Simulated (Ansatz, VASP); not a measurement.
## Two plane-wave programs on NaH

The input INCAR:

```
SYSTEM = NaH
  ALGO = Normal
  EDIFF = 1E-7
  ENCUT = 520
  GGA = PE
  ISIF = 2
  ISMEAR = -1
  LASPH = .True.
  LCHARG = .False.
  LREAL = .False.
  LWAVE = .False.
  NBANDS = 11
  NELM = 100
  PREC = Accurate
  SIGMA = 0.02
```

KPOINTS

```
k-points
0
Gamma
  10 10 10
  0 0 0
```

File POSCAR:

```
NaH
1.0
   -0.0320974854      2.4023364911      2.4023364911
    2.4023364911     -0.0320974854      2.4023364911
    2.4023364911      2.4023364911     -0.0320974854
Na H
1 1
Direct
    0.0000000000      0.0000000000      0.0000000000
    0.5000000000      0.5000000000      0.5000000000
```

Input for Ansatz:

```yaml
crystal:
  lattice:
    - [-0.0320974854, 2.4023364911, 2.4023364911]
    - [2.4023364911, -0.0320974854, 2.4023364911]
    - [2.4023364911, 2.4023364911, -0.0320974854]
  atoms:
    - { symbol: Na, position: [0.0, 0.0, 0.0] }
    - { symbol: H, position: [0.5, 0.5, 0.5] }
kpoints:
  mp_grid: { grid: [10, 10, 10] }
  band_path:
    path:
      - [0.0, 0.0, 0.0]
      - [0.5, 0.0, 0.5]
      - [0.625, 0.25, 0.625]
      - [0.375, 0.375, 0.75]
      - [0.5, 0.5, 0.5]
      - [0.5, 0.25, 0.75]
    npoints: 1
hamiltonian:
  xc: pbe
scf:
  occupations: { method: fermi_dirac, width: 0.02 }
  n_extra_bands: 4
output:
  forces: true
  stress: true
  eigenvalues: true
```

Change from the starting cell: epitaxial_111 strain +1.5%.

Alike in both runs: task single point; functional PBE; k mesh 10 × 10 × 10; occupations fermi-dirac, width 0.02 eV; no spin polarisation.

|  | VASP | Ansatz |
| --- | --- | --- |
| version | VASP 6.6.1 | Ansatz 0.2.0 |
| potentials or method | VASP PAW PBE potentials, release 64 (Na_pv, H) | plane waves, PAW |
| plane-wave cutoff (eV) | 520 | 420 |
| valence electrons in the cell | 8 | 10 |

Ansatz gave:

| Item | Value |
| --- | --- |
| gap on the k mesh at the Fermi level (eV) | 3.74 |
| pressure (GPa) | -0.1 |
| traceless stress, the component that is largest in VASP (GPa) | 0.29 |

**Question.** What did VASP give for the same quantities?

**Answer.** gap on the k mesh at the Fermi level (eV): 3.73; pressure (GPa): -0.1; traceless stress, the component that is largest in VASP (GPa): 0.29.

The functional is the same, so the differences come from potentials, cutoffs and numerics. VASP's potentials hold 8 valence electrons a cell and Ansatz's 10, so a difference there can come from the potentials and not from the codes.
